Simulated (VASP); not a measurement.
Input of a VASP 6.6.1 run:

File INCAR:

```
SYSTEM = Pd
PREC     = Accurate       ! precision mode
ENCUT    = 600            ! plane-wave cutoff, eV
EDIFF    = 1E-7           ! SCF threshold, eV
ISMEAR   = -1             ! smearing method
SIGMA    = 0.05           ! smearing width, eV
LREAL    = .FALSE.        ! projectors in reciprocal space
LASPH    = .TRUE.         ! aspherical terms in the spheres
NELM     = 100            ! most SCF steps
ALGO     = Fast           ! electronic algorithm
ISIF     = 3              ! what is computed and relaxed
LWAVE    = .FALSE.        ! write WAVECAR
LCHARG   = .FALSE.        ! write CHGCAR
GGA      = RE             ! functional
IBRION   = 2              ! ionic algorithm
NSW      = 60             ! ionic steps
EDIFFG   = -0.01          ! ionic threshold
```

Contents of KPOINTS:

```
Automatic mesh
0
G
  11 11 6
  0 0 0
```

POSCAR

```
Pd
1.0
    2.7836650458      0.0000000000      0.0000000000
   -1.3918325229      2.4107246453      0.0000000000
    0.0000000000      0.0000000000      4.6288930000
Pd
2
Direct
    0.3333333333      0.6666666667      0.2500000000
    0.6666666667      0.3333333333      0.7500000000
```

Potentials or basis: VASP PAW PBE potentials, release 64 (Pd).

Command:

```console
$ cat potpaw_PBE.64/Pd/POTCAR > POTCAR
$ mpirun -np 1 vasp_std > vasp.out
```

(1) What does it give for the space group after relaxing (to 0.05 Å)?

(2) Predict the relaxed cell.

## Answers

(1) P6_3/mmc (No. 194).

(2) a = 2.793 Å, b = 2.793 Å, c = 4.646 Å, α = 90.00°, β = 90.00°, γ = 120.00°.
